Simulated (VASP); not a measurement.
A run of VASP 6.6.1 is set up as follows.

INCAR

```
SYSTEM = Ge
PREC = Accurate
ENCUT = 500
EDIFF = 1E-6
ISMEAR = 0
SIGMA = 0.15
LREAL = .FALSE.
LASPH = .TRUE.
NELM = 120
ALGO = Normal
ISIF = 2
LWAVE = .FALSE.
LCHARG = .TRUE.
GGA = PE
LELF = .TRUE.
LVHAR = .TRUE.
NBANDS = 21
GGA_COMPAT = .FALSE.
```

KPOINTS

```
Automatic mesh
0
G
  14 14 14
  0 0 0
```

The input POSCAR:

```
Ge
1.0
    0.0000000000      2.8287700000      2.8287700000
    2.8287700000      0.0000000000      2.8287700000
    2.8287700000      2.8287700000      0.0000000000
Ge
2
Direct
    0.5000000000      0.4292978927      0.5000000000
    0.7500000000      0.7500000000      0.7500000000
```

Potentials or basis: VASP PAW PBE potentials, release 64 (Ge_d).

The run is started by

```console
$ cat potpaw_PBE.64/Ge_d/POTCAR > POTCAR
$ mpirun -np 1 vasp_std > vasp.out
```

(1) Estimate the pressure.

(2) Estimate the band gap on the k mesh.

Answers

(1) 6.1 GPa.

(2) zero (bands 14 and 15 overlap by 1.38 eV).

Caveat: the cell differs from its parent crystal (atom 1 (Ge) moved by (-0.200, -0.200) A along x and z); the cell stands under pressure; forces of over 1 eV/Å act on the atoms, so gaps and moduli don't describe the material at rest.
